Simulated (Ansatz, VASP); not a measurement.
## AgI: VASP beside Ansatz

```
Ag I
1.0
     0.00000    3.23650    3.23650
     3.23650    0.00000    3.23650
     3.23650    3.23650    0.00000
Ag I
1 1
Direct
  0.00000 0.00000 0.00000
  0.25000 0.25000 0.25000
```

Alike in both runs: task relaxation of cell and atoms; functional PBE; k mesh 8 × 8 × 8; occupations gaussian, width 0.02 eV; no spin polarisation.

|  | VASP | Ansatz |
| --- | --- | --- |
| version | VASP 6.6.1 | Ansatz 0.2.0 |
| potentials or method | VASP PAW PBE potentials, release 64 (Ag, I), cutoff 500 eV | scalar-relativistic, plane waves, PAW |
| valence electrons in the cell | 18 | 36 |

VASP gave:

* gap on the k mesh at the Fermi level, each at its own relaxed structure (eV): 1.35
* relaxed volume (Å³/atom): 36.36
* relaxed cell length with the largest relative difference (Å): 4.685

Problem. What did Ansatz give for the same quantities?

Solution. gap on the k mesh at the Fermi level, each at its own relaxed structure (eV): 1.34; relaxed volume (Å³/atom): 36.45; relaxed cell length with the largest relative difference (Å): 4.689.

VASP's potentials hold 18 valence electrons a cell and Ansatz's 36, so a difference there can come from the potentials and not from the codes.

Neither program's run includes spin-orbit coupling.
